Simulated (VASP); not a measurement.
TePb, 2 atoms in the cell. It takes space group Fm-3m (No. 225, cubic). The conventional cell has a = 6.421 Å, b = 6.421 Å, c = 6.421 Å, α = 90.00°, β = 90.00°, γ = 90.00°. Within 4.2 Å of Pb (site symmetry m-3m) lie 6 Te at 3.21 Å. Within 4.2 Å of Te (site symmetry m-3m) lie 6 Pb at 3.21 Å.  This cell differs from its parent crystal: strain -1.8%.

```yaml
Program: VASP 6.6.1
Task: single point
Functional: r2SCAN
Potentials_or_basis: VASP PAW PBE potentials, release 64 (Pb_d, Te)
Cutoff: 520 eV
k_mesh: 8 × 8 × 8
Occupations: gaussian, width 0.01 eV
Spin: no spin polarisation
Dipole_correction: no
Further_INCAR_settings: ALGO = Normal; EDIFF = 1e-07; NBANDS = 17
```

Potentials or basis: VASP PAW PBE potentials, release 64 (Pb_d, Te).

The run is started by

```sh
$ cat potpaw_PBE.64/Pb_d/POTCAR potpaw_PBE.64/Te/POTCAR > POTCAR
$ cp INCAR.step1 INCAR
$ mpirun -np 1 vasp_std > vasp.out
$ cp INCAR.step2 INCAR
$ mpirun -np 1 vasp_std > vasp.out
```

Hardware: 1 thread of AMD EPYC 7R13, on a shared host.

Problem. How long does it take, and how much memory?

Solution. Wall time 6.1 min on 1 thread of AMD EPYC 7R13 (shared host), peak memory 0.2 GiB. Counts: k points 29.
